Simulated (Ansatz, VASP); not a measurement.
# Ga2Se: VASP beside Ansatz

```
Ga Se
1.0
     1.89146    1.09203    5.41576
    -1.89146    1.09203    5.41576
     0.00000   -2.18406    5.41576
Ga Se
2 1
Cartesian
  0.0000 0.0000 12.5379
  0.0000 0.0000 3.7094
  0.0000 0.0000 0.0000
```

Alike in both runs: functional PBE; k mesh 12 × 12 × 12; occupations gaussian, width 0.1 eV; no spin polarisation.

Ansatz relaxed the structure, and its values are those at the end. VASP's run is a single point on that final structure, the one shown.

```csv
,VASP,Ansatz
version,VASP 6.6.1,Ansatz 0.2.0
potentials or method,"VASP PAW PBE potentials, release 64 (Ga_d, Se), cutoff 520 eV","scalar-relativistic, plane waves, PAW"
valence electrons in the cell,32,42
```

```csv
,VASP,Ansatz,Ansatz less VASP
gap on the k mesh at the Fermi level (eV),none,none,-
pressure (GPa),0.1,0.0,-0.09
rms of the force components (eV/Å),0.007,0.004,-0.0036
```

A gap of «none» marks a metal or a gap that the smearing closes. VASP's potentials hold 32 valence electrons a cell and Ansatz's 42, so a difference there can come from the potentials and not from the codes.
